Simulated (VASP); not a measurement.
The system is BeS.

```
Be S
1.0
     2.94139    0.00000    0.00000
     0.00000    2.94139    0.00000
     0.00000    0.00000    2.94139
Be S
1 1
Direct
  0.00000 0.00000 0.00000
  0.50000 0.50000 0.50000
```

Base run:

- Program: VASP 6.6.1
- Functional: PBEsol
- Potentials or basis: VASP PAW PBE potentials, release 64 (Be, S)
- Cutoff: 600 eV
- k mesh: 6 × 6 × 6
- Occupations: tetrahedron
- Spin: no spin polarisation

Its results: band gap on the k mesh zero (bands 4 and 5 overlap by 1.42 eV); pressure -2.3 GPa.

Question: The run is repeated on the same cell with these changes: occupations from tetrahedron to gaussian, width 0.05 eV. What comes out?

Answer: Band gap on the k mesh zero (bands 4 and 5 overlap by 1.23 eV); pressure -4.9 GPa.

Caveats: the structure was generated, so it needn't be the stable form of BeS; the PAW data sets were made with another functional, which shifts forces and pressure a little; tetrahedron occupations give inexact forces and stress in metals (at least some runs); the cell stands under tension (at least some runs).
